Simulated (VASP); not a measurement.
# AlN: single point with PBEsol

The system is AlN.

```xyz
4
Lattice="3.2024 0.0000 0.0000 -1.6012 2.7734 0.0000 0.0000 0.0000 4.3056" Properties=species:S:1:pos:R:3 pbc="T T T"
Al    0.0000    1.8489    3.2292
Al    1.6012    0.9245    1.0764
N     0.0000    1.8489    1.0764
N     1.6012    0.9245    3.2292
```

| Item | Value |
| --- | --- |
| Program | VASP 6.6.1 |
| Task | single point |
| Functional | PBEsol |
| Potentials or basis | VASP PAW PBE potentials, release 64 (Al, N) |
| Cutoff | 520 eV |
| k mesh | 9 × 9 × 6 |
| Occupations | gaussian, width 0.05 eV |
| Spin | no spin polarisation |

```json
{
 "Pressure": "8.5 GPa",
 "Band gap on the k mesh": "3.36 eV, direct"
}
```

Stress tensor (GPa, compression positive):
```
14.04  0.00  0.00
 0.00 14.04  0.00
 0.00  0.00 -2.53
```

Levels at points of the mesh, in eV from the valence-band top:
| k point | band 6 | band 7 | band 8 | band 9 | band 10 | band 11 |
| --- | --- | --- | --- | --- | --- | --- |
| (0.00, 0.00, 0.00) | -2.00 | -2.00 | 0.00 | 3.36 | 4.81 | 8.57 |
| (0.00, 0.00, 0.50) | -2.73 | -2.73 | -2.73 | 5.73 | 5.73 | 8.80 |

It took 43 s on 1 thread of AMD EPYC 7R13, with other jobs on the host, peak memory 0.13 GiB.

Caveat: the PAW data sets were made with another functional, which shifts forces and pressure a little. A hybrid or GW would open this gap; PBEsol tends to underestimate it.
